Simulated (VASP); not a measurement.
# PbO (P4/nmm) in VASP: relaxation of the atoms with PBE

Aim: the relaxation of the atoms of PbO with PBE.

Everything below comes from runs of VASP 6.6.1. Logs are shortened: lines on timing, memory, paths and dates and some standing lists are left out, and cuts for length are marked.

## 1. The cell of the first run

Symmetry: P4/nmm, No. 129, tetragonal system. Conventional cell: a = 3.974 Å, b = 3.974 Å, c = 5.022 Å, α = 90.00°, β = 90.00°, γ = 90.00°. Within 3.1 Å of Pb (site symmetry 4mm) lie 4 O at 2.31 Å. Within 3.1 Å of O (site symmetry -4m2) lie 4 Pb at 2.31 Å and 4 O at 2.81 Å.

## 2. Relaxation of the atoms, PBE

INCAR

```
ALGO = Normal ; EDIFF = 1E-7
EDIFFG = -0.02 ; ENCUT = 520
GGA = PE ; IBRION = 2
ISIF = 2 ; ISMEAR = -1
LASPH = T ; LCHARG = F
LREAL = F ; LWAVE = F
NELM = 60 ; NSW = 80
PREC = Accurate ; SIGMA = 0.01
```

KPOINTS

```
k-points
0
Gamma
  8 8 7
```

POSCAR

```
PbO
1.0
    3.9744000000      0.0000000000      0.0000000000
    0.0000000000      3.9744000000      0.0000000000
    0.0000000000      0.0000000000      5.0220000000
Pb O
2 2
Direct
    0.0000000000      0.5000000000      0.2351000000
    0.5000000000      0.0000000000      0.7649000000
    0.0000000000      0.0000000000      0.0000000000
    0.5000000000      0.5000000000      0.0000000000
```

Potentials or basis: VASP PAW PBE potentials, release 64 (Pb_d, O).

Started as:

```
$ cat potpaw_PBE.64/Pb_d/POTCAR potpaw_PBE.64/O/POTCAR > POTCAR
$ mpirun -np 1 vasp_std > vasp.out
```

OUTCAR:

```text
EDIFF = 1E-7
   EDIFFG = -0.02
   ENCUT = 520
   GGA = PE
   IBRION = 2
   ISIF = 2
   ISMEAR = -1
   LASPH = T
   LREAL = F
   NELM = 60
   NSW = 80
   PREC = Accurate

 ion  position               nearest neighbor table
   1  0.000  0.500  0.235-   3 2.31   4 2.31   3 2.31   4 2.31   2 3.67   2 3.67   2 3.67   2 3.67
                             2 3.87   2 3.87   2 3.87   2 3.87
   2  0.500  0.000  0.765-   3 2.31   4 2.31   4 2.31   3 2.31   1 3.67   1 3.67   1 3.67   1 3.67
                             1 3.87   1 3.87   1 3.87   1 3.87
   3  0.000  0.000  0.000-   1 2.31   2 2.31   1 2.31   2 2.31
   4  0.500  0.500  0.000-   1 2.31   2 2.31   2 2.31   1 2.31

  LATTYP: Found a simple tetragonal cell.
 ALAT       =     3.9744000000
 C/A-ratio  =     1.2635869565

  Lattice vectors:

 A1 = (   3.9744000000,   0.0000000000,   0.0000000000)
 A2 = (   0.0000000000,   3.9744000000,   0.0000000000)
 A3 = (   0.0000000000,   0.0000000000,   5.0220000000)

Analysis of symmetry for initial positions (statically):
=====================================================================
 Subroutine PRICEL returns:
 Original cell was already a primitive cell.

 Routine SETGRP: Setting up the symmetry group for a
 simple tetragonal supercell.

 Subroutine GETGRP returns: Found 16 space group operations
 (whereof  8 operations were pure point group operations)
 out of a pool of 16 trial point group operations.

The static configuration has the point symmetry D_2d.
 The point group associated with its full space group is D_4h.

Analysis of symmetry for dynamics (positions and initial velocities):
=====================================================================
 Subroutine PRICEL returns:
 Original cell was already a primitive cell.

 Routine SETGRP: Setting up the symmetry group for a
 simple tetragonal supercell.

 Subroutine GETGRP returns: Found 16 space group operations
 (whereof  8 operations were pure point group operations)
 out of a pool of 16 trial point group operations.

The dynamic configuration has the point symmetry D_2d.
 The point group associated with its full space group is D_4h.

 Subroutine INISYM returns: Found 16 space group operations
 (whereof  8 operations are pure point group operations),
 and found     1 'primitive' translations

----------------------------------------------------------------------------------------

                                     Primitive cell

  volume of cell :      79.3268

  direct lattice vectors                    reciprocal lattice vectors
     3.974400000  0.000000000  0.000000000     0.251610306  0.000000000  0.000000000
     0.000000000  3.974400000  0.000000000     0.000000000  0.251610306  0.000000000
     0.000000000  0.000000000  5.022000000     0.000000000  0.000000000  0.199123855

  length of vectors
     3.974400000  3.974400000  5.022000000     0.251610306  0.251610306  0.199123855

  position of ions in fractional coordinates (direct lattice)
     0.000000000  0.500000000  0.235100000
     0.500000000  0.000000000  0.764900000
     0.000000000  0.000000000  0.000000000
     0.500000000  0.500000000  0.000000000

  ion indices of the primitive-cell ions
   primitive index   ion index
                 1           1
                 2           2
                 3           3
                 4           4

----------------------------------------------------------------------------------------

 KPOINTS: k-points

Automatic generation of k-mesh.
 Grid dimensions read from file:
 generate k-points for:    8    8    7

 Generating k-lattice:

  Cartesian coordinates                     Fractional coordinates (reciprocal lattice)
     0.031451288  0.000000000  0.000000000     0.125000000  0.000000000  0.000000000
     0.000000000  0.031451288  0.000000000     0.000000000  0.125000000  0.000000000
     0.000000000  0.000000000  0.028446265     0.000000000  0.000000000  0.142857143

  Length of vectors
     0.031451288  0.031451288  0.028446265

  Shift w.r.t. Gamma in fractional coordinates (k-lattice)
     0.000000000  0.000000000  0.000000000

 Subroutine IBZKPT returns following result:
 ===========================================

 Found     60 irreducible k-points:

 Following reciprocal coordinates:
            Coordinates               Weight
  0.000000  0.000000  0.000000      1.000000
  0.125000  0.000000  0.000000      4.000000
  0.250000  0.000000  0.000000      4.000000
  0.375000  0.000000  0.000000      4.000000
  0.500000  0.000000  0.000000      2.000000
  0.125000  0.125000  0.000000      4.000000
[... 16 lines left out ...]
  0.375000  0.125000  0.142857     16.000000
  0.500000  0.125000  0.142857      8.000000
 [... further k-points ...]
   k-points           NKPTS =     60   k-points in BZ     NKDIM =     60   number of bands    NBANDS=     24
   number of dos      NEDOS =    301   number of ions     NIONS =      4
   total plane-waves  NPLWV =  36000
   dimension x,y,z NGX =    30 NGY =   30 NGZ =   40
   dimension x,y,z NGXF=    60 NGYF=   60 NGZF=   80
   ions per type =               2   2
   NGX,Y,Z   is equivalent  to a cutoff of  12.55, 12.55, 13.24 a.u.
   NGXF,Y,Z  is equivalent  to a cutoff of  25.10, 25.10, 26.48 a.u.
 SYSTEM =  unknown system
   PREC   = accura    normal or accurate (medium, high low for compatibility)
   ISTART =      0    job   : 0-new  1-cont  2-samecut
   ICHARG =      2    charge: 1-file 2-atom 10-const
   ISPIN  =      1    spin polarized calculation?
   LNONCOLLINEAR =      F non collinear calculations
   LSORBIT =      F    spin-orbit coupling
   LASPH  =      T    aspherical Exc in radial PAW
   ENCUT  =  520.0 eV  38.22 Ry    6.18 a.u.   7.39  7.39  9.34*2*pi/ulx,y,z
   NELM   =     60;   NELMIN=  2; NELMDL= -5     # of ELM steps
   EDIFF  = 0.1E-06   stopping-criterion for ELM
   LREAL  =      F    real-space projection
   EDIFFG = -.2E-01   stopping-criterion for IOM
   NSW    =     80    number of steps for IOM
   IBRION =      2    ionic relax: 0-MD 1-quasi-New 2-CG
   NFREE  =      1    steps in history (QN), initial steepest desc. (CG)
   ISIF   =      2    stress and relaxation
   ISYM   =      2    0-nonsym 1-usesym 2-fastsym
   POTIM  = 0.5000    time-step for ionic-motion
   TEBEG  =    0.0;   TEEND  =   0.0 temperature during run
   PSTRESS=    0.0 pullay stress
   NELECT =      40.0000    total number of electrons
   NUPDOWN=      -1.0000    fix difference up-down
   EMIN   =  10.00;   EMAX   =-10.00  energy-range for DOS
   EFERMI =   0.00;   METHOD = LEGACY
   ISMEAR =    -1;   SIGMA  =   0.01  broadening in eV -4-tet -1-fermi 0-gaus
   EFERMI_NEDOS =   21; number of points for ismear=-14 and -15
   IALGO  =     38    algorithm
   IMIX   =      4    mixing-type and parameters
     AMIX     =   0.40;   BMIX     =  1.00
     AMIX_MAG =   1.60;   BMIX_MAG =  1.00
  volume/ion in A,a.u.               =      19.83       133.83
  Fermi-wavevector in a.u.,A,eV,Ry     =   1.303031  2.462372 23.101207  1.697891
  Thomas-Fermi vector in A             =   2.434060
   LORBIT       =      0    0 simple, 1 ext, 2 COOP (PROOUT), +10 PAW based schemes
   GGA     = PE    functional components
   LHFCALC =     F    Hartree Fock is set to
   AEXX    =    0.0000 exact exchange contribution
   IVDW    =     0    specifies the selected vdW correction
   LEPSILON=     F    determine dielectric tensor
   LRPA    =     F    only Hartree local field effects (RPA)
 conjugate gradient relaxation of ions
 non-spin polarized calculation
  energy-cutoff  :      520.00
  volume of cell :       79.33
 maximum number of plane-waves:      2186
 NGX is ok and might be reduce to    30
   NGX = 15   NGY = 15   NGZ = 19

--------------------------------------- Ionic step        1  -------------------------------------------

 number of electron      39.9999997 magnetization

 Free energy of the ion-electron system (eV)
  ---------------------------------------------------
  ext. energy  EPLUGINS =         0.00000000
  ---------------------------------------------------
  free energy    TOTEN  =       -21.41097201 eV

  energy without entropy =      -21.41097201  energy(sigma->0) =      -21.41097201

------------------------ aborting loop because EDIFF is reached ----------------------------------------

  FORCE on cell =-STRESS in cart. coord.  units (eV):
  Direction    XX          YY          ZZ          XY          YZ          ZX
  --------------------------------------------------------------------------------------
  -------------------------------------------------------------------------------------
  Total        2.6148225      2.6148225      2.1194002      0.0000000      0.0000000      0.0000000
  in kB       52.8120399     52.8120399     42.8059061      0.0000000      0.0000000      0.0000000
  external PRESSURE =      49.4766620 kB  Pullay stress =       0.0000000 kB
[... 61 lines left out ...]
  energy  without entropy=      -21.4248707602  energy(sigma->0) =      -21.42487076

--------------------------------------- Ionic step        3  -------------------------------------------

 number of electron      39.9999995 magnetization

 Free energy of the ion-electron system (eV)
  ---------------------------------------------------
  ext. energy  EPLUGINS =         0.00000000
  ---------------------------------------------------
  free energy    TOTEN  =       -21.42530660 eV

  energy without entropy =      -21.42530660  energy(sigma->0) =      -21.42530660

 E-fermi :   5.3783     XC(G=0):  -9.8574

 val. band max:        5.1606324397   @ k =   0.0000   0.0000   0.0000
 cond. band min:       6.2677093989   @ k =   0.5000   0.5000   0.0000
 fundamental gap:      1.1070769592
 Fermi energy:         5.3783119331

 k-point     1 :       0.0000    0.0000    0.0000
  band No.  band energies     occupation
      1     -13.1540      2.00000
      2     -12.6232      2.00000
      3     -10.8776      2.00000
      4     -10.8776      2.00000
      5     -10.8190      2.00000
      6     -10.8066      2.00000
[... 637 lines left out ...]
     23      10.9171      0.00000
     24      10.9171      0.00000

 [... further k-points ...]

------------------------ aborting loop because EDIFF is reached ----------------------------------------

  FORCE on cell =-STRESS in cart. coord.  units (eV):
  Direction    XX          YY          ZZ          XY          YZ          ZX
  --------------------------------------------------------------------------------------
  -------------------------------------------------------------------------------------
  Total        1.9362304      1.9362304      1.1127495      0.0000000      0.0000000      0.0000000
  in kB       39.1063931     39.1063931     22.4744015      0.0000000      0.0000000      0.0000000
  external PRESSURE =      33.5623959 kB  Pullay stress =       0.0000000 kB
[... 19 lines left out ...]
  FREE ENERGIE OF THE ION-ELECTRON SYSTEM (eV)
  ---------------------------------------------------
  free  energy   TOTEN  =       -21.4253065964 eV

  energy  without entropy=      -21.4253065964  energy(sigma->0) =      -21.42530660

 reached required accuracy - stopping structural energy minimisation
```

Wall time 2.9 min (1 thread of Intel Xeon Platinum 8559C (Emerald Rapids), shared host); peak memory 0.25 GiB.

What came out:

| Item | Value |
| --- | --- |
| Free energy | -21.4253 eV |
| Energy gained by relaxing | 3.6 meV/atom |
| Ionic steps | 3 |
| Pressure after relaxing | 3.4 GPa |
| Band gap on the k mesh | 1.11 eV (least direct gap 2.07 eV) |

The path:
```tsv
step	energy change (eV)	largest force (eV/Å)	pressure (GPa)
1	0.0000	0.4956	4.95
2	-0.0139	0.0857	3.62
3	-0.0143	0.0015	3.36
```

Final structure:
```yaml
crystal:
  lattice:
    - [3.97440, 0.00000, 0.00000]
    - [0.00000, 3.97440, 0.00000]
    - [0.00000, 0.00000, 5.02200]
  atoms:
    - { symbol: Pb, position: [0.00000, 0.50000, 0.24086] }
    - { symbol: Pb, position: [0.50000, 0.00000, 0.75914] }
    - { symbol: O, position: [0.00000, 0.00000, 0.00000] }
    - { symbol: O, position: [0.50000, 0.50000, 0.00000] }
```

Caveat: spin-orbit coupling is left out, which moves the levels of the heavy elements. A k mesh can miss the band edges.
